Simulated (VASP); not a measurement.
# Mg2PbN2 (P-3m1) in VASP: a series of runs

Runs on Mg2PbN2. Level: LDA. Tasks: single point.

Everything below comes from runs of VASP 6.6.1. Logs are shortened: lines on timing, memory, paths and dates and some standing lists are left out, and cuts for length are marked.

## (1) The cell of the first run

Symmetry: P-3m1, No. 164, trigonal system. The conventional cell has a = 3.476 Å, b = 3.476 Å, c = 6.292 Å, α = 90.00°, β = 90.00°, γ = 120.00°. Within 2.7 Å of Mg (site symmetry 3m) lie 4 N at 2.05 to 2.15 Å and 3 Mg at 2.66 Å. Pb (site symmetry -3m) has 6 N at 2.74 Å and 6 Mg at 3.03 Å and 6 Pb at 3.48 Å within 3.6 Å. Within 2.7 Å of N (site symmetry 3m) lie 4 Mg at 2.05 to 2.15 Å.

## (2) Single point, LDA

Input file INCAR:

```
PREC = Accurate
ENCUT = 520
EDIFF = 1E-6
ISMEAR = -1
SIGMA = 0.05
LREAL = F
LASPH = T
NELM = 100
ALGO = Normal
ISIF = 2
LWAVE = F
LCHARG = T
GGA = CA
LELF = T
LVHAR = T
NBANDS = 22
```

Input file KPOINTS:

```
regular mesh
0
Gamma
  6 6 4
```

Input file POSCAR:

```
Mg2PbN2
1.0
    3.4755618046      0.0000000000      0.0000000000
   -1.7377809023      3.0099316228      0.0000000000
    0.0000000000      0.0000000000      6.2919871451
Mg Pb N
2 1 2
Direct
    0.6666666667      0.3333333333      0.1387800000
    0.3333333333      0.6666666667      0.8612200000
    0.0000000000      0.0000000000      0.5000000000
    0.6666666667      0.3333333333      0.7974600000
    0.3333333333      0.6666666667      0.2025500000
```

Potentials or basis: VASP PAW LDA potentials, release 64 (Mg, Pb_d, N).

Started as:

```console
> cat potpaw_LDA.64/Mg/POTCAR potpaw_LDA.64/Pb_d/POTCAR potpaw_LDA.64/N/POTCAR > POTCAR
> mpirun -np 1 vasp_std > vasp.out
```

OUTCAR:

```text
PREC = Accurate
   ENCUT = 520
   EDIFF = 1E-6
   ISMEAR = -1
   LREAL = F
   LASPH = T
   NELM = 100
   ISIF = 2
   GGA = CA

 ion  position               nearest neighbor table
   1  0.667  0.333  0.139-   5 2.05   5 2.05   5 2.05   4 2.15   2 2.66   2 2.66   2 2.66   3 3.03
                             3 3.03   3 3.03
   2  0.333  0.667  0.861-   4 2.05   4 2.05   4 2.05   5 2.15   1 2.66   1 2.66   1 2.66   3 3.03
                             3 3.03   3 3.03
   3  0.000  0.000  0.500-   5 2.74   5 2.74   5 2.74   4 2.74   4 2.74   4 2.74   1 3.03   2 3.03
                             2 3.03   1 3.03   1 3.03   2 3.03
   4  0.667  0.333  0.797-   2 2.05   2 2.05   2 2.05   1 2.15   3 2.74   3 2.74   3 2.74
   5  0.333  0.667  0.203-   1 2.05   1 2.05   1 2.05   2 2.15   3 2.74   3 2.74   3 2.74

  LATTYP: Found a hexagonal cell.
 ALAT       =     3.4755618046
 C/A-ratio  =     1.8103511026

  Lattice vectors:

 A1 = (   3.4755618046,   0.0000000000,   0.0000000000)
 A2 = (  -1.7377809023,   3.0099316228,   0.0000000000)
 A3 = (   0.0000000000,   0.0000000000,   6.2919871451)

Analysis of symmetry for initial positions (statically):
=====================================================================
 Subroutine PRICEL returns:
 Original cell was already a primitive cell.

 Routine SETGRP: Setting up the symmetry group for a
 hexagonal supercell.

 Subroutine GETGRP returns: Found  6 space group operations
 (whereof  6 operations were pure point group operations)
 out of a pool of 24 trial point group operations.

The static configuration has the point symmetry C_3v.

Analysis of symmetry for dynamics (positions and initial velocities):
=====================================================================
 Subroutine PRICEL returns:
 Original cell was already a primitive cell.

 Routine SETGRP: Setting up the symmetry group for a
 hexagonal supercell.

 Subroutine GETGRP returns: Found  6 space group operations
 (whereof  6 operations were pure point group operations)
 out of a pool of 24 trial point group operations.

The dynamic configuration has the point symmetry C_3v.

 Subroutine INISYM returns: Found  6 space group operations
 (whereof  6 operations are pure point group operations),
 and found     1 'primitive' translations

----------------------------------------------------------------------------------------

                                     Primitive cell

  volume of cell :      65.8218

  direct lattice vectors                    reciprocal lattice vectors
     3.475561805  0.000000000  0.000000000     0.287723268  0.166116730  0.000000000
    -1.737780902  3.009931623  0.000000000     0.000000000  0.332233461  0.000000000
     0.000000000  0.000000000  6.291987145     0.000000000  0.000000000  0.158932302

  length of vectors
     3.475561805  3.475567700  6.291987145     0.332234024  0.332233461  0.158932302

  position of ions in fractional coordinates (direct lattice)
     0.666666667  0.333333333  0.138780000
     0.333333333  0.666666667  0.861220000
     0.000000000  0.000000000  0.500000000
     0.666666667  0.333333333  0.797460000
     0.333333333  0.666666667  0.202550000

  ion indices of the primitive-cell ions
   primitive index   ion index
                 1           1
                 2           2
                 3           3
                 4           4
                 5           5

----------------------------------------------------------------------------------------

 KPOINTS: regular mesh

Automatic generation of k-mesh.
 Grid dimensions read from file:
 generate k-points for:    6    6    4

 Generating k-lattice:

  Cartesian coordinates                     Fractional coordinates (reciprocal lattice)
     0.047953878  0.027686122  0.000000000     0.166666667  0.000000000  0.000000000
     0.000000000  0.055372243  0.000000000     0.000000000  0.166666667  0.000000000
     0.000000000  0.000000000  0.039733075     0.000000000  0.000000000  0.250000000

  Length of vectors
     0.055372337  0.055372243  0.039733075

  Shift w.r.t. Gamma in fractional coordinates (k-lattice)
     0.000000000  0.000000000  0.000000000

 Subroutine IBZKPT returns following result:
 ===========================================

 Found     24 irreducible k-points:

 Following reciprocal coordinates:
            Coordinates               Weight
  0.000000  0.000000  0.000000      1.000000
  0.166667 -0.000000  0.000000      6.000000
  0.333333  0.000000  0.000000      6.000000
  0.500000 -0.000000  0.000000      3.000000
  0.166667  0.166667  0.000000      6.000000
  0.333333  0.166667  0.000000     12.000000
[... 16 lines left out ...]
  0.333333  0.166667  0.500000     12.000000
  0.333333  0.333333  0.500000      2.000000
   k-points           NKPTS =     24   k-points in BZ     NKDIM =     24   number of bands    NBANDS=     22
   number of dos      NEDOS =    301   number of ions     NIONS =      5
   total plane-waves  NPLWV =  37632
   dimension x,y,z NGX =    28 NGY =   28 NGZ =   48
   dimension x,y,z NGXF=    56 NGYF=   56 NGZF=   96
   ions per type =               2   1   2
   NGX,Y,Z   is equivalent  to a cutoff of  13.39, 13.39, 12.68 a.u.
   NGXF,Y,Z  is equivalent  to a cutoff of  26.79, 26.79, 25.36 a.u.
 SYSTEM =  unknown system
   PREC   = accura    normal or accurate (medium, high low for compatibility)
   ISTART =      0    job   : 0-new  1-cont  2-samecut
   ICHARG =      2    charge: 1-file 2-atom 10-const
   ISPIN  =      1    spin polarized calculation?
   LNONCOLLINEAR =      F non collinear calculations
   LSORBIT =      F    spin-orbit coupling
   LASPH  =      T    aspherical Exc in radial PAW
   ENCUT  =  520.0 eV  38.22 Ry    6.18 a.u.   6.46  6.46 11.70*2*pi/ulx,y,z
   NELM   =    100;   NELMIN=  2; NELMDL= -5     # of ELM steps
   EDIFF  = 0.1E-05   stopping-criterion for ELM
   LREAL  =      F    real-space projection
   EDIFFG = 0.1E-04   stopping-criterion for IOM
   NSW    =      0    number of steps for IOM
   IBRION =     -1    ionic relax: 0-MD 1-quasi-New 2-CG
   NFREE  =      0    steps in history (QN), initial steepest desc. (CG)
   ISIF   =      2    stress and relaxation
   ISYM   =      2    0-nonsym 1-usesym 2-fastsym
   POTIM  = 0.5000    time-step for ionic-motion
   TEBEG  =    0.0;   TEEND  =   0.0 temperature during run
   PSTRESS=    0.0 pullay stress
   NELECT =      28.0000    total number of electrons
   NUPDOWN=      -1.0000    fix difference up-down
   EMIN   =  10.00;   EMAX   =-10.00  energy-range for DOS
   EFERMI =   0.00;   METHOD = LEGACY
   ISMEAR =    -1;   SIGMA  =   0.05  broadening in eV -4-tet -1-fermi 0-gaus
   EFERMI_NEDOS =   21; number of points for ismear=-14 and -15
   IALGO  =     38    algorithm
   IMIX   =      4    mixing-type and parameters
     AMIX     =   0.40;   BMIX     =  1.00
     AMIX_MAG =   1.60;   BMIX_MAG =  1.00
  volume/ion in A,a.u.               =      13.16        88.84
  Fermi-wavevector in a.u.,A,eV,Ry     =   1.231226  2.326679 20.625300  1.515917
  Thomas-Fermi vector in A             =   2.366044
   LORBIT       =      0    0 simple, 1 ext, 2 COOP (PROOUT), +10 PAW based schemes
   GGA     = CA    functional components
   LHFCALC =     F    Hartree Fock is set to
   AEXX    =    0.0000 exact exchange contribution
   IVDW    =     0    specifies the selected vdW correction
   LEPSILON=     F    determine dielectric tensor
   LRPA    =     F    only Hartree local field effects (RPA)
 non-spin polarized calculation
  energy-cutoff  :      520.00
  volume of cell :       65.82
 maximum number of plane-waves:      1793
 NGX is ok and might be reduce to    28
   NGX = 13   NGY = 13   NGZ = 23

 number of electron      27.9999998 magnetization

 Free energy of the ion-electron system (eV)
  ---------------------------------------------------
  ext. energy  EPLUGINS =         0.00000000
  ---------------------------------------------------
  free energy    TOTEN  =       -27.57776050 eV

  energy without entropy =      -27.57571747  energy(sigma->0) =      -27.57673899

 E-fermi :   6.4102     XC(G=0): -11.2412

 val. band max:        6.2343021978   @ k =   0.1667  -0.0000   0.5000
 cond. band min:       6.4316469942   @ k =   0.5000  -0.0000   0.5000
 fundamental gap:      0.1973447964
 Fermi energy:         6.4101844581

 k-point     1 :       0.0000    0.0000    0.0000
  band No.  band energies     occupation
      1     -10.7102      2.00000
      2     -10.7102      2.00000
      3     -10.6817      2.00000
      4     -10.4750      2.00000
      5     -10.4750      2.00000
      6      -8.3371      2.00000
[... 14 lines left out ...]
     21      16.7980      0.00000
     22      16.7984      0.00000

 k-point     2 :       0.1667   -0.0000    0.0000
  band No.  band energies     occupation
      1     -10.7371      2.00000
      2     -10.6438      2.00000
      3     -10.6271      2.00000
      4     -10.5462      2.00000
      5     -10.4836      2.00000
      6      -8.0390      2.00000
[... 14 lines left out ...]
     21      16.1391      0.00000
     22      16.2030      0.00000

 k-point     3 :       0.3333    0.0000    0.0000
  band No.  band energies     occupation
      1     -10.8000      2.00000
      2     -10.6737      2.00000
      3     -10.5367      2.00000
      4     -10.5180      2.00000
      5     -10.4714      2.00000
      6      -7.2885      2.00000
[... 14 lines left out ...]
     21      15.8887      0.00000
     22      16.6174      0.00000
[... 476 lines left out ...]
 k-point    23 :       0.3333    0.1667    0.5000
  band No.  band energies     occupation
      1     -10.7507      2.00000
      2     -10.7026      2.00000
      3     -10.5682      2.00000
      4     -10.5150      2.00000
      5     -10.4516      2.00000
      6      -6.4955      2.00000
[... 14 lines left out ...]
     21      15.8548      0.00000
     22      16.1122      0.00000

 k-point    24 :       0.3333    0.3333    0.5000
  band No.  band energies     occupation
      1     -10.6489      2.00000
      2     -10.6488      2.00000
      3     -10.6025      2.00000
      4     -10.6025      2.00000
      5     -10.4800      2.00000
      6      -6.3055      2.00000
[... 14 lines left out ...]
     21      16.2102      0.00000
     22      16.5189      0.00000

------------------------ aborting loop because EDIFF is reached ----------------------------------------

  FORCE on cell =-STRESS in cart. coord.  units (eV):
  Direction    XX          YY          ZZ          XY          YZ          ZX
  --------------------------------------------------------------------------------------
  -------------------------------------------------------------------------------------
  Total        3.0471598      3.0471736      2.5175925      0.0000000      0.0000000     -0.0000000
  in kB       74.1713775     74.1717130     61.2810982      0.0000000      0.0000000     -0.0000000
  external PRESSURE =      69.8747295 kB  Pullay stress =       0.0000000 kB

 VOLUME and BASIS-vectors are now :
 -----------------------------------------------------------------------------
  energy-cutoff  :      520.00
  volume of cell :       65.82
      direct lattice vectors                 reciprocal lattice vectors
     3.475561805  0.000000000  0.000000000     0.287723268  0.166116730  0.000000000
    -1.737780902  3.009931623  0.000000000     0.000000000  0.332233461  0.000000000
     0.000000000  0.000000000  6.291987145     0.000000000  0.000000000  0.158932302

 POSITION                                       TOTAL-FORCE (eV/Angst)
 -----------------------------------------------------------------------------------
      1.73778      1.00331      0.87320         0.000000     -0.000000     -0.029906
     -0.00000      2.00662      5.41879         0.000000     -0.000000      0.029992
      0.00000      0.00000      3.14599         0.000000     -0.000000      0.000021
      1.73778      1.00331      5.01761        -0.000000     -0.000000     -0.191675
     -0.00000      2.00662      1.27444         0.000000      0.000000      0.191568
 -----------------------------------------------------------------------------------
    total drift:                               -0.000000     -0.000000     -0.000063

  FREE ENERGIE OF THE ION-ELECTRON SYSTEM (eV)
  ---------------------------------------------------
  free  energy   TOTEN  =       -27.5777605021 eV

  energy  without entropy=      -27.5757174716  energy(sigma->0) =      -27.57673899
```

It took 22 s on 1 thread of Intel Xeon Platinum 8488C (Sapphire Rapids), shared host; peak memory 0.17 GiB.

Results:

```yaml
Free_energy: -27.5778 eV
Pressure: 7.0 GPa
Largest_force: 0.192 eV/Å
Band_gap_on_the_k_mesh: zero (band 14 reaches 6.67 eV, above the bottom of band 15 at 6.43 eV)
```

Forces on the atoms (eV/Å):
```
Mg   0.000  0.000 -0.030
Mg   0.000  0.000  0.030
Pb   0.000  0.000  0.000
N    0.000  0.000 -0.192
N    0.000  0.000  0.192
```

Stress tensor (GPa, compression positive):
```
7.42 0.00 0.00
0.00 7.42 0.00
0.00 0.00 6.13
```

Levels at points of the mesh, in eV from the Fermi level:
| k point | band 11 | band 12 | band 13 | band 14 | band 15 | band 16 | band 17 | band 18 |
| --- | --- | --- | --- | --- | --- | --- | --- | --- |
| (0.00, 0.00, 0.00) | -1.62 | -1.62 | -1.47 | -1.47 | 2.35 | 4.82 | 5.93 | 5.93 |
| (0.50, 0.00, 0.00) | -3.82 | -2.71 | -1.51 | -0.69 | 0.75 | 3.52 | 3.65 | 4.05 |
| (0.00, 0.00, 0.50) | -1.75 | -1.32 | -1.32 | 0.26 | 0.83 | 5.87 | 5.87 | 6.37 |
| (0.50, 0.00, 0.50) | -2.41 | -2.23 | -2.15 | -2.00 | 0.02 | 3.95 | 4.53 | 5.12 |

Caveat: spin-orbit coupling is left out, which moves the levels of the heavy elements.

## (3) Single point, LDA

This run uses another cell than the first one, of 13.76 Å³/atom, 1.045 times its volume.

Input file INCAR:

```
PREC = Accurate ; ENCUT = 520
EDIFF = 1E-7 ; ISMEAR = -1
SIGMA = 0.05 ; LREAL = F
LASPH = T ; NELM = 100
ALGO = Normal ; ISIF = 2
LWAVE = F ; LCHARG = F
NBANDS = 22
```

Input file KPOINTS:

```
Automatic mesh
0
Gamma
  6 6 4
```

Edit POSCAR of step 2 so:

```diff
@@ -2,5 +2,5 @@
 1.0
-    3.4755618046      0.0000000000      0.0000000000
-   -1.7377809023      3.0099316228      0.0000000000
-    0.0000000000      0.0000000000      6.2919871451
+    3.5274435103      0.0000000000      0.0000000000
+   -1.7637217551      3.0548625996      0.0000000000
+    0.0000000000      0.0000000000      6.3859112482
 Mg Pb N
```

Potentials or basis: VASP PAW LDA potentials, release 64 (Mg, Pb_d, N).

Started as:

```console
> cat potpaw_LDA.64/Mg/POTCAR potpaw_LDA.64/Pb_d/POTCAR potpaw_LDA.64/N/POTCAR > POTCAR
> mpirun -np 1 vasp_std > vasp.out
```

Run time: 24 s. Hardware: 1 thread of Intel Xeon Platinum 8488C (Sapphire Rapids), shared host; peak memory 0.18 GiB.

It converged, with:

```yaml
Free_energy: -27.6537 eV
Pressure: 1.2 GPa
Largest_force: 0.101 eV/Å
Band_gap_on_the_k_mesh: zero (band 14 reaches 6.16 eV, above the bottom of band 15 at 6.00 eV)
```

Forces on the atoms (eV/Å):
```
Mg   0.000  0.000 -0.022
Mg   0.000  0.000  0.022
Pb   0.000  0.000  0.000
N    0.000  0.000 -0.101
N    0.000  0.000  0.101
```

Stress tensor (GPa, compression positive):
```
1.48 0.00 0.00
0.00 1.48 0.00
0.00 0.00 0.55
```

Levels at points of the mesh, in eV from the Fermi level:
| k point | band 11 | band 12 | band 13 | band 14 | band 15 | band 16 | band 17 | band 18 |
| --- | --- | --- | --- | --- | --- | --- | --- | --- |
| (0.00, 0.00, 0.00) | -1.55 | -1.55 | -1.39 | -1.39 | 2.20 | 4.58 | 5.67 | 5.67 |
| (0.50, 0.00, 0.00) | -3.73 | -2.60 | -1.46 | -0.72 | 0.70 | 3.46 | 3.47 | 3.89 |
| (0.00, 0.00, 0.50) | -1.66 | -1.26 | -1.26 | 0.19 | 0.65 | 5.61 | 5.61 | 6.09 |
| (0.50, 0.00, 0.50) | -2.42 | -2.15 | -2.05 | -1.97 | 0.03 | 3.77 | 4.33 | 4.99 |

Caveat: spin-orbit coupling is left out, which moves the levels of the heavy elements.

## (4) Single point, LDA

This run uses another cell than the first one, of 14.36 Å³/atom, 1.091 times its volume.

Input file INCAR:

```
  ALGO = Normal
  EDIFF = 1E-7
  ENCUT = 520
  ISIF = 2
  ISMEAR = -1
  LASPH = True
  LCHARG = True
  LELF = True
  LREAL = False
  LVHAR = True
  LWAVE = False
  NBANDS = 22
  NELM = 100
  PREC = Accurate
  SIGMA = 0.05
```

Input file KPOINTS:

```
k-points
0
Gamma
  6 6 4
```

Edit POSCAR of step 3 so:

```diff
@@ -2,5 +2,5 @@
 1.0
-    3.5274435103      0.0000000000      0.0000000000
-   -1.7637217551      3.0548625996      0.0000000000
-    0.0000000000      0.0000000000      6.3859112482
+    3.5778423696      0.0000000000      0.0000000000
+   -1.7889211848      3.0985093908      0.0000000000
+    0.0000000000      0.0000000000      6.4771508787
 Mg Pb N
```

Started as:

```console
> cat potpaw_LDA.64/Mg/POTCAR potpaw_LDA.64/Pb_d/POTCAR potpaw_LDA.64/N/POTCAR > POTCAR
> mpirun -np 1 vasp_std > vasp.out
```

Run time: 26 s. Hardware: 1 thread of Intel Xeon Platinum 8488C (Sapphire Rapids), shared host; peak memory 0.18 GiB.

It converged, with:

| Quantity | Value |
| --- | --- |
| Free energy | -27.6324 eV |
| Pressure | -3.5 GPa |
| Largest force | 0.019 eV/Å |
| Band gap on the k mesh | zero (band 14 reaches 5.69 eV, above the bottom of band 15 at 5.60 eV) |

Forces on the atoms (eV/Å):
```
Mg   0.000  0.000 -0.014
Mg   0.000  0.000  0.014
Pb   0.000  0.000  0.000
N    0.000  0.000 -0.019
N    0.000  0.000  0.019
```

Stress tensor (GPa, compression positive):
```
-3.27  0.00  0.00
 0.00 -3.27  0.00
 0.00  0.00 -3.87
```

Levels at points of the mesh, in eV from the Fermi level:
| k point | band 11 | band 12 | band 13 | band 14 | band 15 | band 16 | band 17 | band 18 |
| --- | --- | --- | --- | --- | --- | --- | --- | --- |
| (0.00, 0.00, 0.00) | -1.49 | -1.49 | -1.31 | -1.31 | 2.07 | 4.35 | 5.42 | 5.42 |
| (0.50, 0.00, 0.00) | -3.65 | -2.50 | -1.40 | -0.74 | 0.65 | 3.30 | 3.40 | 3.74 |
| (0.00, 0.00, 0.50) | -1.59 | -1.20 | -1.20 | 0.13 | 0.49 | 5.36 | 5.36 | 5.83 |
| (0.50, 0.00, 0.50) | -2.43 | -2.08 | -1.96 | -1.93 | 0.04 | 3.61 | 4.14 | 4.87 |

Caveat: spin-orbit coupling is left out, which moves the levels of the heavy elements.

## (5) Summary

| cell | gap on the mesh (eV) | pressure (GPa) | largest force (eV/Å) |
| --- | --- | --- | --- |
| a = 3.476, b = 3.476, c = 6.292 Å, angles 90.0, 90.0, 120.0°, 5 atoms | none | 7.0 | 0.19 |
| a = 3.527, b = 3.527, c = 6.386 Å, angles 90.0, 90.0, 120.0°, 5 atoms | none | 1.2 | 0.10 |
| a = 3.578, b = 3.578, c = 6.477 Å, angles 90.0, 90.0, 120.0°, 5 atoms | none | -3.5 | 0.02 |

Alike in all rows: task single point; level LDA; potentials or basis VASP PAW LDA potentials, release 64 (Mg, Pb_d, N); no spin polarisation; k mesh 6 × 6 × 4; cutoff (eV) 520; smearing fermi-dirac 0.05 eV.

Caveats: spin-orbit coupling is left out, which moves the levels of the heavy elements.

Total energies depend on the potentials used, so only differences within one code and one set of settings carry meaning.
